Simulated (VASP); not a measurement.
Crystal: Ti.

```xyz
1
Lattice="0.0000 2.0434 2.0434 2.0434 0.0000 2.0434 2.0434 2.0434 0.0000" Properties=species:S:1:pos:R:3 pbc="T T T"
Ti    0.0000    0.0000    0.0000
```

This isn't the form of Ti at room conditions, which is hcp.

Base run:

* Program: VASP 6.6.1
* Functional: LDA
* Potentials or basis: VASP PAW LDA potentials, release 64 (Ti_sv)
* Cutoff: 500 eV
* k mesh: 15 × 15 × 15
* Occupations: fermi-dirac, width 0.05 eV
* Spin: no spin polarisation

Its results: band gap on the k mesh zero (bands 6 and 7 overlap by 1.13 eV); pressure -7.0 GPa.

**Question.** The run is repeated on the same cell with these changes: cutoff from 500 eV to 400 eV; further incar settings from ALGO = Normal; EDIFF = 1e-06; NBANDS = 12 to ALGO = Normal; EDIFF = 1e-08; NBANDS = 12. What comes out?

**Answer.** Band gap on the k mesh zero (bands 6 and 7 overlap by 1.13 eV); pressure -7.7 GPa.

Caveats: the cell stands under tension.
